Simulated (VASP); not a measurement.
Input of a VASP 6.6.1 run:

The input INCAR:

```
SYSTEM = AlCo
ALGO = Normal ; EDIFF = 1E-6
ENCUT = 520 ; GGA = PS
ISIF = 2 ; ISMEAR = 0
LASPH = .True. ; LCHARG = .False.
LREAL = Auto ; LWAVE = .False.
NBANDS = 62 ; NELM = 80
PREC = Accurate ; SIGMA = 0.05
```

KPOINTS

```
k-points
0
Gamma
  1 1 11
  0 0 0
```

The input POSCAR:

```
AlCo
1.0
   13.6000000000      0.0000000000      0.0000000000
    0.0000000000     13.3000000000      0.0000000000
    0.0000000000      0.0000000000      4.7486501699
Al Co
8 8
Direct
    0.3335650847      0.3540424667     -0.0093511426
    0.3335650847      0.6459575333     -0.0093511426
    0.5800222922      0.5000000000     -0.0203780774
    0.5000000000      0.3321118413      0.3333333333
    0.5000000000      0.6678881587      0.3333333333
    0.4199777078      0.5000000000      0.6870447440
    0.6664349153      0.3540424667      0.6760178093
    0.6664349153      0.6459575333      0.6760178093
    0.4103183474      0.5000000000      0.1930247011
    0.3447050728      0.3632012547      0.4906943860
    0.3447050728      0.6367987453      0.4906943860
    0.6552949272      0.3632012547      0.1759722807
    0.6552949272      0.6367987453      0.1759722807
    0.5896816526      0.5000000000      0.4736419656
    0.5000000000      0.3507456953      0.8333333333
    0.5000000000      0.6492543047      0.8333333333
```

Potentials or basis: VASP PAW PBE potentials, release 64 (Al, Co).

The run is started by

```bash
$ cat potpaw_PBE.64/Al/POTCAR potpaw_PBE.64/Co/POTCAR > POTCAR
$ mpirun -np 1 vasp_std > vasp.out
```

Task: What does it give for the largest force?

Result: 0.037 eV/Å.

Task: Predict the band gap on the k mesh.

Result: Zero (bands 48 and 49 overlap by 0.12 eV).

Forces on the atoms (eV/Å):
```
Al   0.001  0.006  0.007
Al   0.001 -0.006  0.007
Al  -0.007  0.000  0.023
Al   0.000  0.008  0.000
Al   0.000 -0.008  0.000
Al   0.007  0.000 -0.023
Al  -0.001  0.006 -0.007
Al  -0.001 -0.006 -0.007
Co   0.004  0.000  0.005
Co  -0.028 -0.025 -0.002
Co  -0.028  0.025 -0.002
Co   0.028 -0.025  0.002
Co   0.028  0.025  0.002
Co  -0.004  0.000 -0.005
Co   0.000 -0.021  0.000
Co   0.000  0.021  0.000
```

Caveat: the PAW data sets were made with another functional, which shifts forces and pressure a little; the run has no spin polarisation, though such a crystal can be magnetic. Spin polarisation is off, so any magnetic state and its effect on volume and gap are missing.
